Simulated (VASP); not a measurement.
Runs of VASP 6.6.1 on MnSn3. The structure is that of space group Pm-3m (No. 221), or close to it. The cells are those of the table. 

```tsv
level	spin	cell	k mesh	gap on the mesh (eV)	pressure (GPa)	moment (μB)
PBEsol	collinear, ferromagnetic start	a = 4.276 Å, 4 atoms	4 × 4 × 4	none	12.9	(a)
PBEsol	collinear, ferromagnetic start	a = 4.514 Å, 4 atoms	10 × 10 × 10	none	0.0	(b)
r2SCAN	off	a = 4.514 Å, 4 atoms	10 × 10 × 10	none	-5.1	-
PBEsol	off	a = 4.514 Å, 4 atoms	10 × 10 × 10	none	-6.6	-
```

Alike in all rows: task single point; potentials or basis VASP PAW PBE potentials, release 64 (Sn_d, Mn_pv); cutoff (eV) 520; smearing gaussian 0.1 eV.

Task: Estimate the missing entries.

Result: (a) 3.68; (b) 4.06.

Caveats: some runs use coarse meshes; the PAW data sets were made with another functional, which shifts forces and pressure a little; spin-orbit coupling is left out, which moves the levels of the heavy elements; the cell stands under tension (at least some runs).

A k mesh can miss the band edges, and the runs leave out spin-orbit coupling on Sn.

A gap of «none» marks levels without a gap at the run's occupations.
